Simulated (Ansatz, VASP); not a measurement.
## One calculation of Li2S, two programs

```
Li S
1.0
     0.00000    2.82400    2.82400
     2.82400    0.00000    2.82400
     2.82400    2.82400    0.00000
Li S
2 1
Cartesian
  1.4120 1.4120 1.4120
  4.2360 4.2360 4.2360
  0.0000 0.0000 0.0000
```

Alike in both runs: task single point; functional PBE; k mesh 8 × 8 × 8; occupations gaussian, width 0.02 eV; no spin polarisation.

|  | VASP | Ansatz |
| --- | --- | --- |
| version | VASP 6.6.1 | Ansatz 0.2.0 |
| potentials or method | VASP PAW PBE potentials, release 64 (Li_sv, S), cutoff 750 eV | scalar-relativistic, plane waves, PAW |
| valence electrons in the cell | 12 | 12 |

VASP gave:

| Item | Value |
| --- | --- |
| gap on the k mesh at the Fermi level (eV) | 3.37 |
| least direct gap on the mesh (eV) | 4.41 |
| pressure (GPa) | 1.2 |

What did Ansatz give for the same quantities?

gap on the k mesh at the Fermi level (eV): 3.37; least direct gap on the mesh (eV): 4.40; pressure (GPa): 1.3.
